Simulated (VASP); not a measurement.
# Al3Cu (P4mm) in VASP: a series of runs, part 2 of 2

VASP 6.6.1.

### 3 Single point, PBEsol (atom 4 (Cu) moved +0.133 Å along Cartesian [0 0 1])

The input, INCAR:

```
SYSTEM = Al3Cu
  PREC = Accurate
  ENCUT = 520
  EDIFF = 1E-6
  ISMEAR = 0
  SIGMA = 0.15
  LREAL = .False.
  LASPH = .True.
  NELM = 80
  ALGO = Fast
  ISIF = 2
  LWAVE = .False.
  LCHARG = .True.
  GGA = PS
  LELF = .True.
  LVHAR = .True.
  NBANDS = 18
```

The input, KPOINTS:

```
regular mesh
0
Gamma
  18 18 6
  0 0 0
```

The input, POSCAR:

```
Al3Cu
1.0
    2.7796830098      0.0000000000      0.0000000000
    0.0000000000      2.7796830098      0.0000000000
    0.0000000000      0.0000000000      7.6029571177
Al Cu
3 1
Direct
    0.0000000000      0.0000000000      0.5000000000
    0.5000000000      0.5000000000      0.2206884206
    0.5000000000      0.5000000000      0.7793115794
    0.0000000000      0.0000000000      0.0175326518
```

Potentials or basis: VASP PAW PBE potentials, release 64 (Al, Cu).

Launch:

```bash
$ cat potpaw_PBE.64/Al/POTCAR potpaw_PBE.64/Cu/POTCAR > POTCAR
$ mpirun -np 1 vasp_std > vasp.out
```

OUTCAR:

```text
SYSTEM = Al3Cu
   PREC = Accurate
   ENCUT = 520
   EDIFF = 1E-6
   ISMEAR = 0
   LREAL = .False.
   LASPH = .True.
   NELM = 80
   ISIF = 2
   GGA = PS

 ion  position               nearest neighbor table
   1  0.000  0.000  0.500-   2 2.89   3 2.89   2 2.89   3 2.89   2 2.89   3 2.89   2 2.89   3 2.89

   2  0.500  0.500  0.221-   4 2.50   4 2.50   4 2.50   4 2.50   1 2.89   1 2.89   1 2.89   1 2.89
                             3 3.36
   3  0.500  0.500  0.779-   4 2.67   4 2.67   4 2.67   4 2.67   1 2.89   1 2.89   1 2.89   1 2.89
                             2 3.36
   4  0.000  0.000  0.018-   2 2.50   2 2.50   2 2.50   2 2.50   3 2.67   3 2.67   3 2.67   3 2.67

  LATTYP: Found a simple tetragonal cell.
 ALAT       =     2.7796830098
 C/A-ratio  =     2.7351885416

  Lattice vectors:

 A1 = (   2.7796830098,   0.0000000000,   0.0000000000)
 A2 = (   0.0000000000,   2.7796830098,   0.0000000000)
 A3 = (   0.0000000000,   0.0000000000,   7.6029571177)

Analysis of symmetry for initial positions (statically):
=====================================================================
 Subroutine PRICEL returns:
 Original cell was already a primitive cell.

 Routine SETGRP: Setting up the symmetry group for a
 simple tetragonal supercell.

 Subroutine GETGRP returns: Found  8 space group operations
 (whereof  8 operations were pure point group operations)
 out of a pool of 16 trial point group operations.

The static configuration has the point symmetry C_4v.

Analysis of symmetry for dynamics (positions and initial velocities):
=====================================================================
 Subroutine PRICEL returns:
 Original cell was already a primitive cell.

 Routine SETGRP: Setting up the symmetry group for a
 simple tetragonal supercell.

 Subroutine GETGRP returns: Found  8 space group operations
 (whereof  8 operations were pure point group operations)
 out of a pool of 16 trial point group operations.

The dynamic configuration has the point symmetry C_4v.

 Subroutine INISYM returns: Found  8 space group operations
 (whereof  8 operations are pure point group operations),
[... 119 lines left out ...]
     AMIX     =   0.40;   BMIX     =  1.00
     AMIX_MAG =   1.60;   BMIX_MAG =  1.00
  volume/ion in A,a.u.               =      14.69        99.11
  Fermi-wavevector in a.u.,A,eV,Ry     =   1.143125  2.160193 17.779212  1.306735
  Thomas-Fermi vector in A             =   2.279821
   LORBIT       =      0    0 simple, 1 ext, 2 COOP (PROOUT), +10 PAW based schemes
   GGA     = PS    functional components
   LHFCALC =     F    Hartree Fock is set to
   AEXX    =    0.0000 exact exchange contribution
   IVDW    =     0    specifies the selected vdW correction
   LEPSILON=     F    determine dielectric tensor
   LRPA    =     F    only Hartree local field effects (RPA)
 non-spin polarized calculation
 RMM-DIIS sequential band-by-band and
 Gauss-broadening in eV      SIGMA  =   0.15
  energy-cutoff  :      520.00
  volume of cell :       58.75
 maximum number of plane-waves:      1612
 NGX is ok and might be reduce to    24
   NGX = 11   NGY = 11   NGZ = 29

 number of electron      20.0000008 magnetization

 Free energy of the ion-electron system (eV)
  ---------------------------------------------------
  ext. energy  EPLUGINS =         0.00000000
  ---------------------------------------------------
  free energy    TOTEN  =       -16.92642242 eV

  energy without entropy =      -16.91211854  energy(sigma->0) =      -16.91927048

 E-fermi :   8.4080     XC(G=0): -10.9404

 val. band max:        8.4076815208   @ k =   0.2778   0.2222   0.5000
 cond. band min:       8.4083529913   @ k =   0.2778   0.2222   0.1667
 fundamental gap:      0.0006714705
 Fermi energy:         8.4080002650

 k-point     1 :       0.0000    0.0000    0.0000
  band No.  band energies     occupation
      1      -2.8160      2.00000
      2      -0.4388      2.00000
      3      -0.0706      2.00000
      4       3.8109      2.00000
      5       3.9056      2.00000
      6       4.7062      2.00000
[... 481 lines left out ...]
      5       4.1820      2.00000
      6       4.2794      2.00000
[... 10 lines left out ...]
     17      16.3583      0.00000
     18      17.5928      0.00000

 [... further k-points ...]
[... 5 lines left out ...]
  --------------------------------------------------------------------------------------
  -------------------------------------------------------------------------------------
  Total        0.4255813      0.4255813      0.2211682      0.0000000     -0.0000000      0.0000000
  in kB       11.6070021     11.6070021      6.0319845      0.0000000     -0.0000000      0.0000000
  external PRESSURE =       9.7486629 kB  Pullay stress =       0.0000000 kB

 VOLUME and BASIS-vectors are now :
 -----------------------------------------------------------------------------
  energy-cutoff  :      520.00
  volume of cell :       58.75
      direct lattice vectors                 reciprocal lattice vectors
     2.779683010  0.000000000  0.000000000     0.359753251  0.000000000  0.000000000
     0.000000000  2.779683010  0.000000000     0.000000000  0.359753251  0.000000000
     0.000000000  0.000000000  7.602957118     0.000000000  0.000000000  0.131527771

 POSITION                                       TOTAL-FORCE (eV/Angst)
 -----------------------------------------------------------------------------------
      0.00000      0.00000      3.80148         0.000000      0.000000      0.058248
      1.38984      1.38984      1.67788         0.000000      0.000000      0.503647
      1.38984      1.38984      5.92507         0.000000     -0.000000      0.249354
      0.00000      0.00000      0.13330        -0.000000      0.000000     -0.811249
 -----------------------------------------------------------------------------------
    total drift:                                0.000000      0.000000      0.000901

  FREE ENERGIE OF THE ION-ELECTRON SYSTEM (eV)
  ---------------------------------------------------
  free  energy   TOTEN  =       -16.9264224159 eV

  energy  without entropy=      -16.9121185400  energy(sigma->0) =      -16.91927048
```

stdout:

```text
POSCAR found type information on POSCAR AlCu
 POSCAR found :  2 types and       4 ions
 scaLAPACK will be used
 -----------------------------------------------------------------------------
|                                                                             |
|                                                                             |
|     You enforced a specific xc type in the INCAR file but a different       |
|     I HOPE YOU KNOW WHAT YOU ARE DOING!                                     |
|                                                                             |
 -----------------------------------------------------------------------------

 LDA part: xc-table for (Slater+PW92), standard interpolation
 POSCAR, INCAR and KPOINTS ok, starting setup
 FFT: planning ... GRIDC
 FFT: planning ... GRID_SOFT
 FFT: planning ... GRID
 WAVECAR not read
 entering main loop
```

It took 3.1 min on 1 thread of AMD EPYC 9R45 (Zen 5), shared host; peak memory 0.31 GiB.

What came out:

```yaml
Free_energy: -16.9264 eV
Pressure: 1.0 GPa
Largest_force: 0.811 eV/Å
Band_gap_on_the_k_mesh: zero (band 10 reaches 12.57 eV, above the bottom of band 11 at 6.46 eV)
```

Forces in eV/Å, atoms in the order of the input:
```
Al   0.000  0.000  0.058
Al   0.000  0.000  0.504
Al   0.000  0.000  0.249
Cu   0.000  0.000 -0.811
```

Levels at points of the mesh, in eV from the Fermi level:
| k point | band 7 | band 8 | band 9 | band 10 | band 11 | band 12 | band 13 | band 14 |
| --- | --- | --- | --- | --- | --- | --- | --- | --- |
| (0.00, 0.00, 0.00) | -3.70 | -3.32 | -1.79 | 0.44 | 6.40 | 6.64 | 6.64 | 7.92 |
| (0.50, 0.00, 0.00) | -3.80 | -3.70 | -3.60 | -2.39 | -1.94 | 2.67 | 3.64 | 4.13 |
| (0.50, 0.50, 0.00) | -2.50 | -0.43 | -0.39 | 0.10 | 0.10 | 0.55 | 0.55 | 0.75 |
| (0.00, 0.00, 0.50) | -3.70 | -3.56 | -3.32 | 4.05 | 5.51 | 6.40 | 7.17 | 7.17 |
| (0.50, 0.00, 0.50) | -3.80 | -3.60 | -2.67 | -1.03 | -1.03 | 0.06 | 0.75 | 8.47 |
| (0.50, 0.50, 0.50) | -1.84 | -1.61 | -1.61 | -0.52 | -0.47 | 0.61 | 1.59 | 3.19 |

Caveat: the cell differs from its parent crystal (atom 4 (Cu) moved +0.133 Å along Cartesian [0 0 1]); the PAW data sets were made with another functional, which shifts forces and pressure a little.
